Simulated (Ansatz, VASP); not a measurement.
## Two plane-wave programs on InSe

INCAR

```
  PREC = Accurate
  ENCUT = 520
  EDIFF = 1E-7
  ISMEAR = -1
  SIGMA = 0.05
  LREAL = F
  LASPH = T
  NELM = 60
  ALGO = Normal
  ISIF = 2
  LWAVE = F
  LCHARG = T
  GGA = B5
  ALDAX = 1.0
  AGGAX = 1.0
  AGGAC = 1.0
  ALDAC = 0.0
  LELF = T
  LVHAR = T
  NBANDS = 27
```

The input KPOINTS:

```
regular mesh
0
Gamma
  8 8 8
```

The input POSCAR:

```
InSe
1.0
    1.9865767768      1.1469506368      8.3833539979
   -1.9865767768      1.1469506368      8.3833539979
    0.0000000000     -2.2939012737      8.3833539979
In Se
2 2
Direct
    0.8886000000      0.8886000000      0.8886000000
    0.0000000000      0.0000000000      0.0000000000
    0.1719000000      0.1719000000      0.1719000000
    0.3835000000      0.3835000000      0.3835000000
```

The input input.yaml:

```yaml
crystal:
  lattice:
    - [1.9865767768, 1.1469506368, 8.3833539979]
    - [-1.9865767768, 1.1469506368, 8.3833539979]
    - [0.0, -2.2939012737, 8.3833539979]
  atoms:
    - { symbol: In, position: [0.8886, 0.8886, 0.8886] }
    - { symbol: In, position: [0.0, 0.0, 0.0] }
    - { symbol: Se, position: [0.1719, 0.1719, 0.1719] }
    - { symbol: Se, position: [0.3835, 0.3835, 0.3835] }
hamiltonian:
  xc: blyp
  pseudopotentials: { kind: paw }
kpoints:
  mp_grid: { grid: [8, 8, 8] }
scf:
  occupations: { method: fermi_dirac, width: 0.05 }
output:
  forces: true
  stress: true
  eigenvalues: true
  write_density: true
  write_potential: true
  elf: true
  volumetric_format: npy
```

Alike in both runs: task single point; functional BLYP; k mesh 8 × 8 × 8; occupations fermi-dirac, width 0.05 eV; no spin polarisation.

|  | VASP | Ansatz |
| --- | --- | --- |
| version | VASP 6.6.1 | Ansatz 0.2.0 |
| potentials or method | VASP PAW PBE potentials, release 64 (In_d, Se) | Ansatz PAW |
| plane-wave cutoff (eV) | 520 | 420 |
| valence electrons in the cell | 38 | 58 |

VASP gave:

- gap on the k mesh at the Fermi level (eV): 0.44
- least direct gap on the mesh (eV): 0.44
- pressure (GPa): 7.1
- traceless stress, the component that is largest in VASP (GPa): -1.60
- rms of the force components (eV/Å): 0.328

Task: What did Ansatz give for the same quantities?

Result: gap on the k mesh at the Fermi level (eV): 0.43; least direct gap on the mesh (eV): 0.43; pressure (GPa): 7.0; traceless stress, the component that is largest in VASP (GPa): -1.59; rms of the force components (eV/Å): 0.313.

VASP's potentials were made for PBE, not for BLYP. Atom by atom the forces differ by 0.016 eV/Å (rms over components). With one functional, cell and mesh, what is left measures potentials, basis and numerics. VASP's potentials hold 38 valence electrons a cell and Ansatz's 58, so a difference there can come from the potentials and not from the codes.
